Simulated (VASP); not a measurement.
# Hg2O (P-3m1) in VASP: single point with PBE

Aim: the single point of Hg2O with PBE.

All numbers are computed with VASP 6.6.1; they aren't measurements. Logs are shortened: lines on timing, memory, paths and dates and some standing lists are left out, and cuts for length are marked.

### Step 1. The cell of the first run

The structure is trigonal, space group P-3m1 (No. 164). The conventional cell has a = 3.542 Å, b = 3.542 Å, c = 4.975 Å, α = 90.00°, β = 90.00°, γ = 120.00°. Within 3.3 Å of Hg (site symmetry 3m) lie 3 O at 2.50 Å and 3 Hg at 2.93 Å. O (site symmetry -3m) has 6 Hg at 2.50 Å within 3.3 Å.

### Step 2. Single point, PBE

The input, INCAR:

```
PREC     = Accurate       # precision mode
ENCUT    = 600            # plane-wave cutoff, eV
EDIFF    = 1E-6           # SCF threshold, eV
ISMEAR   = 0              # smearing method
SIGMA    = 0.15           # smearing width, eV
LREAL    = False          # projectors in reciprocal space
LASPH    = True           # aspherical terms in the spheres
NELM     = 120            # most SCF steps
ALGO     = Normal         # electronic algorithm
ISIF     = 2              # what is computed and relaxed
LWAVE    = False          # write WAVECAR
LCHARG   = False          # write CHGCAR
GGA      = PE             # functional
NBANDS   = 22             # bands
GGA_COMPAT= False
```

The input, KPOINTS:

```
Automatic mesh
0
Gamma
  4 4 3
```

The input, POSCAR:

```
Hg2O
1.0
    3.5417675401      0.0000000000      0.0000000000
   -1.7708837701      3.0672606641      0.0000000000
    0.0000000000      0.0000000000      4.9750812315
Hg O
2 1
Direct
    0.3333333333      0.6666666667      0.2889630850
    0.6666666667      0.3333333333      0.7110369150
    0.0000000000      0.0000000000      0.0000000000
```

Potentials or basis: VASP PAW PBE potentials, release 64 (Hg, O).

The run is started by

```sh
$ cat potpaw_PBE.64/Hg/POTCAR potpaw_PBE.64/O/POTCAR > POTCAR
$ mpirun -np 1 vasp_std > vasp.out
```

OUTCAR:

```text
PREC = Accurate
   ENCUT = 600
   EDIFF = 1E-6
   ISMEAR = 0
   LREAL = False
   LASPH = True
   NELM = 120
   ISIF = 2
   GGA = PE

 ion  position               nearest neighbor table
   1  0.333  0.667  0.289-   3 2.50   3 2.50   3 2.50   2 2.93   2 2.93   2 2.93   2 3.53   2 3.53
                             2 3.53
   2  0.667  0.333  0.711-   3 2.50   3 2.50   3 2.50   1 2.93   1 2.93   1 2.93   1 3.53   1 3.53
                             1 3.53
   3  0.000  0.000  0.000-   1 2.50   2 2.50   2 2.50   1 2.50   2 2.50   1 2.50

  LATTYP: Found a hexagonal cell.
 ALAT       =     3.5417675401
 C/A-ratio  =     1.4046888101

  Lattice vectors:

 A1 = (   3.5417675401,   0.0000000000,   0.0000000000)
 A2 = (  -1.7708837701,   3.0672606641,   0.0000000000)
 A3 = (   0.0000000000,   0.0000000000,   4.9750812315)

Analysis of symmetry for initial positions (statically):
=====================================================================
 Subroutine PRICEL returns:
 Original cell was already a primitive cell.

 Routine SETGRP: Setting up the symmetry group for a
 hexagonal supercell.

 Subroutine GETGRP returns: Found 12 space group operations
 (whereof 12 operations were pure point group operations)
 out of a pool of 24 trial point group operations.

The static configuration has the point symmetry D_3d.

Analysis of symmetry for dynamics (positions and initial velocities):
=====================================================================
 Subroutine PRICEL returns:
 Original cell was already a primitive cell.

 Routine SETGRP: Setting up the symmetry group for a
 hexagonal supercell.

 Subroutine GETGRP returns: Found 12 space group operations
 (whereof 12 operations were pure point group operations)
 out of a pool of 24 trial point group operations.

The dynamic configuration has the point symmetry D_3d.

 Subroutine INISYM returns: Found 12 space group operations
 (whereof 12 operations are pure point group operations),
 and found     1 'primitive' translations

----------------------------------------------------------------------------------------

                                     Primitive cell

  volume of cell :      54.0469

  direct lattice vectors                    reciprocal lattice vectors
     3.541767540  0.000000000  0.000000000     0.282344899  0.163011904  0.000000000
    -1.770883770  3.067260664  0.000000000     0.000000000  0.326023807  0.000000000
     0.000000000  0.000000000  4.975081231     0.000000000  0.000000000  0.201001743

  length of vectors
     3.541767540  3.541767540  4.975081231     0.326023807  0.326023807  0.201001743

  position of ions in fractional coordinates (direct lattice)
     0.333333333  0.666666667  0.288963085
     0.666666667  0.333333333  0.711036915
     0.000000000  0.000000000  0.000000000

  ion indices of the primitive-cell ions
   primitive index   ion index
                 1           1
                 2           2
                 3           3

----------------------------------------------------------------------------------------

 KPOINTS: Automatic mesh

Automatic generation of k-mesh.
 Grid dimensions read from file:
 generate k-points for:    4    4    3

 Generating k-lattice:

  Cartesian coordinates                     Fractional coordinates (reciprocal lattice)
     0.070586225  0.040752976  0.000000000     0.250000000  0.000000000  0.000000000
     0.000000000  0.081505952  0.000000000     0.000000000  0.250000000  0.000000000
     0.000000000  0.000000000  0.067000581     0.000000000  0.000000000  0.333333333

  Length of vectors
     0.081505952  0.081505952  0.067000581

  Shift w.r.t. Gamma in fractional coordinates (k-lattice)
     0.000000000  0.000000000  0.000000000

 Subroutine IBZKPT returns following result:
 ===========================================

 Found      9 irreducible k-points:

 Following reciprocal coordinates:
            Coordinates               Weight
  0.000000  0.000000  0.000000      1.000000
  0.250000  0.000000  0.000000      6.000000
  0.500000  0.000000  0.000000      3.000000
  0.250000  0.250000  0.000000      6.000000
  0.000000  0.000000  0.333333      2.000000
  0.250000  0.000000  0.333333      6.000000
  0.000000  0.250000  0.333333      6.000000
  0.500000  0.000000  0.333333      6.000000
  0.250000  0.250000  0.333333     12.000000
   k-points           NKPTS =      9   k-points in BZ     NKDIM =      9   number of bands    NBANDS=     22
   number of dos      NEDOS =    301   number of ions     NIONS =      3
   total plane-waves  NPLWV =  31360
   dimension x,y,z NGX =    28 NGY =   28 NGZ =   40
   dimension x,y,z NGXF=    56 NGYF=   56 NGZF=   80
   ions per type =               2   1
   NGX,Y,Z   is equivalent  to a cutoff of  13.14, 13.14, 13.37 a.u.
   NGXF,Y,Z  is equivalent  to a cutoff of  26.29, 26.29, 26.73 a.u.
 SYSTEM =  unknown system
   PREC   = accura    normal or accurate (medium, high low for compatibility)
   ISTART =      0    job   : 0-new  1-cont  2-samecut
   ICHARG =      2    charge: 1-file 2-atom 10-const
   ISPIN  =      1    spin polarized calculation?
   LNONCOLLINEAR =      F non collinear calculations
   LSORBIT =      F    spin-orbit coupling
   LASPH  =      T    aspherical Exc in radial PAW
   ENCUT  =  600.0 eV  44.10 Ry    6.64 a.u.   7.07  7.07  9.94*2*pi/ulx,y,z
   NELM   =    120;   NELMIN=  2; NELMDL= -5     # of ELM steps
   EDIFF  = 0.1E-05   stopping-criterion for ELM
   LREAL  =      F    real-space projection
   EDIFFG = 0.1E-04   stopping-criterion for IOM
   NSW    =      0    number of steps for IOM
   IBRION =     -1    ionic relax: 0-MD 1-quasi-New 2-CG
   NFREE  =      0    steps in history (QN), initial steepest desc. (CG)
   ISIF   =      2    stress and relaxation
   ISYM   =      2    0-nonsym 1-usesym 2-fastsym
   POTIM  = 0.5000    time-step for ionic-motion
   TEBEG  =    0.0;   TEEND  =   0.0 temperature during run
   PSTRESS=    0.0 pullay stress
   NELECT =      30.0000    total number of electrons
   NUPDOWN=      -1.0000    fix difference up-down
   EMIN   =  10.00;   EMAX   =-10.00  energy-range for DOS
   EFERMI =   0.00;   METHOD = LEGACY
   ISMEAR =     0;   SIGMA  =   0.15  broadening in eV -4-tet -1-fermi 0-gaus
   EFERMI_NEDOS =   21; number of points for ismear=-14 and -15
   IALGO  =     38    algorithm
   IMIX   =      4    mixing-type and parameters
     AMIX     =   0.40;   BMIX     =  1.00
     AMIX_MAG =   1.60;   BMIX_MAG =  1.00
  volume/ion in A,a.u.               =      18.02       121.58
  Fermi-wavevector in a.u.,A,eV,Ry     =   1.345421  2.542477 24.628699  1.810158
  Thomas-Fermi vector in A             =   2.473336
   LORBIT       =      0    0 simple, 1 ext, 2 COOP (PROOUT), +10 PAW based schemes
   GGA     = PE    functional components
   LHFCALC =     F    Hartree Fock is set to
   AEXX    =    0.0000 exact exchange contribution
   IVDW    =     0    specifies the selected vdW correction
   LEPSILON=     F    determine dielectric tensor
   LRPA    =     F    only Hartree local field effects (RPA)
 non-spin polarized calculation
 Gauss-broadening in eV      SIGMA  =   0.15
  energy-cutoff  :      600.00
  volume of cell :       54.05
 maximum number of plane-waves:      1813
   NGX = 15   NGY = 15   NGZ = 19

 number of electron      29.9999999 magnetization

 Free energy of the ion-electron system (eV)
  ---------------------------------------------------
  ext. energy  EPLUGINS =         0.00000000
  ---------------------------------------------------
  free energy    TOTEN  =        -5.54026363 eV

  energy without entropy =       -5.53551195  energy(sigma->0) =       -5.53788779

 E-fermi :   2.0049     XC(G=0): -11.0057

 val. band max:        1.7882623456   @ k =   0.2500   0.2500   0.3333
 cond. band min:       2.1235356011   @ k =   0.0000   0.0000   0.3333
 fundamental gap:      0.3352732555
 Fermi energy:         2.0049303275

 k-point     1 :       0.0000    0.0000    0.0000
  band No.  band energies     occupation
      1     -14.9803      2.00000
      2      -5.1147      2.00000
      3      -4.3982      2.00000
      4      -4.3982      2.00000
      5      -4.3123      2.00000
      6      -4.2795      2.00000
[... 14 lines left out ...]
     21      15.6266      0.00000
     22      15.8324      0.00000

 k-point     2 :       0.2500    0.0000    0.0000
  band No.  band energies     occupation
      1     -14.8453      2.00000
      2      -4.9889      2.00000
      3      -4.7307      2.00000
      4      -4.6091      2.00000
      5      -4.6022      2.00000
      6      -4.2359      2.00000
[... 14 lines left out ...]
     21      14.1126      0.00000
     22      14.7443      0.00000

 k-point     3 :       0.5000    0.0000    0.0000
  band No.  band energies     occupation
      1     -14.7140      2.00000
      2      -5.0337      2.00000
      3      -4.8024      2.00000
      4      -4.8019      2.00000
      5      -4.4766      2.00000
      6      -4.1300      2.00000
[... 14 lines left out ...]
     21      11.3697      0.00000
     22      13.5430      0.00000

 k-point     4 :       0.2500    0.2500    0.0000
  band No.  band energies     occupation
      1     -14.7171      2.00000
      2      -4.8113      2.00000
      3      -4.6787      2.00000
      4      -4.6551      2.00000
      5      -4.4141      2.00000
      6      -4.1305      2.00000
[... 14 lines left out ...]
     21      12.0589      0.00000
     22      12.9012      0.00000

 k-point     5 :       0.0000    0.0000    0.3333
  band No.  band energies     occupation
      1     -14.9527      2.00000
      2      -5.2588      2.00000
      3      -4.7045      2.00000
      4      -4.7045      2.00000
      5      -4.4505      2.00000
      6      -4.2029      2.00000
[... 14 lines left out ...]
     21      14.8153      0.00000
     22      14.8153      0.00000

 k-point     6 :       0.2500    0.0000    0.3333
  band No.  band energies     occupation
      1     -14.8333      2.00000
      2      -4.9920      2.00000
      3      -4.6767      2.00000
      4      -4.6385      2.00000
      5      -4.4611      2.00000
      6      -4.2506      2.00000
[... 14 lines left out ...]
     21      13.6441      0.00000
     22      14.4492      0.00000

 k-point     7 :       0.0000    0.2500    0.3333
  band No.  band energies     occupation
      1     -14.8370      2.00000
      2      -4.8029      2.00000
      3      -4.5359      2.00000
      4      -4.3763      2.00000
      5      -4.3121      2.00000
      6      -4.2080      2.00000
[... 14 lines left out ...]
     21      14.2066      0.00000
     22      15.0723      0.00000

 k-point     8 :       0.5000    0.0000    0.3333
  band No.  band energies     occupation
      1     -14.7149      2.00000
      2      -5.0677      2.00000
      3      -4.8435      2.00000
      4      -4.4954      2.00000
      5      -4.3817      2.00000
      6      -3.8441      2.00000
[... 14 lines left out ...]
     21      13.6356      0.00000
     22      14.2888      0.00000

 k-point     9 :       0.2500    0.2500    0.3333
  band No.  band energies     occupation
      1     -14.7146      2.00000
      2      -4.9014      2.00000
      3      -4.6673      2.00000
      4      -4.5549      2.00000
      5      -4.3751      2.00000
      6      -4.1362      2.00000
[... 14 lines left out ...]
     21      12.8173      0.00000
     22      15.0997      0.00000

------------------------ aborting loop because EDIFF is reached ----------------------------------------

  FORCE on cell =-STRESS in cart. coord.  units (eV):
  Direction    XX          YY          ZZ          XY          YZ          ZX
  --------------------------------------------------------------------------------------
  -------------------------------------------------------------------------------------
  Total        0.2048810      0.2048810      0.3807346     -0.0000000     -0.0000000      0.0000000
  in kB        6.0735330      6.0735330     11.2865702     -0.0000000     -0.0000000      0.0000000
  external PRESSURE =       7.8112121 kB  Pullay stress =       0.0000000 kB

 VOLUME and BASIS-vectors are now :
 -----------------------------------------------------------------------------
  energy-cutoff  :      600.00
  volume of cell :       54.05
      direct lattice vectors                 reciprocal lattice vectors
     3.541767540  0.000000000  0.000000000     0.282344899  0.163011904  0.000000000
    -1.770883770  3.067260664  0.000000000     0.000000000  0.326023807  0.000000000
     0.000000000  0.000000000  4.975081231     0.000000000  0.000000000  0.201001743

 POSITION                                       TOTAL-FORCE (eV/Angst)
 -----------------------------------------------------------------------------------
     -0.00000      2.04484      1.43761        -0.000000      0.000000     -0.006596
      1.77088      1.02242      3.53747         0.000000     -0.000000      0.006596
      0.00000      0.00000      0.00000         0.000000      0.000000      0.000000
 -----------------------------------------------------------------------------------
    total drift:                               -0.000000      0.000000      0.000000

  FREE ENERGIE OF THE ION-ELECTRON SYSTEM (eV)
  ---------------------------------------------------
  free  energy   TOTEN  =        -5.5402636327 eV

  energy  without entropy=       -5.5355119492  energy(sigma->0) =       -5.53788779
```

Wall time 7.6 s (1 thread of Intel Xeon 6975P-C (Granite Rapids), shared host); peak memory 0.18 GiB.

What came out:

```yaml
Free_energy: -5.5403 eV
Pressure: 0.8 GPa
Largest_force: 0.007 eV/Å
Band_gap_on_the_k_mesh: 0.34 eV, indirect (least direct gap 1.05 eV)
```

Forces in eV/Å, atoms in the order of the input:
```
Hg   0.000  0.000 -0.007
Hg   0.000  0.000  0.007
O    0.000  0.000  0.000
```

Caveat: the k points lie up to 0.51 Å⁻¹ apart; spin-orbit coupling is left out, which moves the levels of the heavy elements.
